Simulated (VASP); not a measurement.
Input of a VASP 6.6.1 run:

File INCAR:

```
SYSTEM = Sn2O3
ALGO = Normal
EDIFF = 1E-7
ENCUT = 520
GGA = PE
ISIF = 2
ISMEAR = -1
LASPH = .True.
LCHARG = .True.
LELF = .True.
LREAL = .False.
LVHAR = .True.
LWAVE = .False.
NBANDS = 57
NELM = 100
PREC = Accurate
SIGMA = 0.06122561905347299
```

Contents of KPOINTS:

```
k-points
0
Gamma
  7 7 7
  0 0 0
```

File POSCAR:

```
Sn2O3
1.0
    5.1825499545      0.0000000000      0.0000000000
    0.0000000000      5.1825499545      0.0000000000
    0.0000000000      0.0000000000      5.1825499545
Sn O
4 6
Direct
    0.2500000000      0.2500000000      0.2500000000
    0.7500000000      0.7500000000      0.2500000000
    0.7500000000      0.2500000000      0.7500000000
    0.2500000000      0.7500000000      0.7500000000
    0.5000000000      0.0000000000      0.0000000000
    0.0000000000      0.5000000000      0.0000000000
    0.0000000000      0.0000000000      0.5000000000
    0.5000000000      0.5000000000      0.0000000000
    0.5000000000      0.0000000000      0.5000000000
    0.0000000000      0.5000000000      0.5000000000
```

Potentials or basis: VASP PAW PBE potentials, release 64 (Sn_d, O).

Command:

```bash
$ cat potpaw_PBE.64/Sn_d/POTCAR potpaw_PBE.64/O/POTCAR > POTCAR
$ mpirun -np 1 vasp_std > vasp.out
```

Q: What does it give for the band gap on the k mesh?

A: Zero (bands 46 and 47 overlap by 0.12 eV).

Q: Estimate the pressure.

A: 5.2 GPa.

Caveat: the cell stands under pressure; semilocal functionals underestimate gaps, and a narrow one can read as zero; spin-orbit coupling is left out, which moves the levels of the heavy elements.
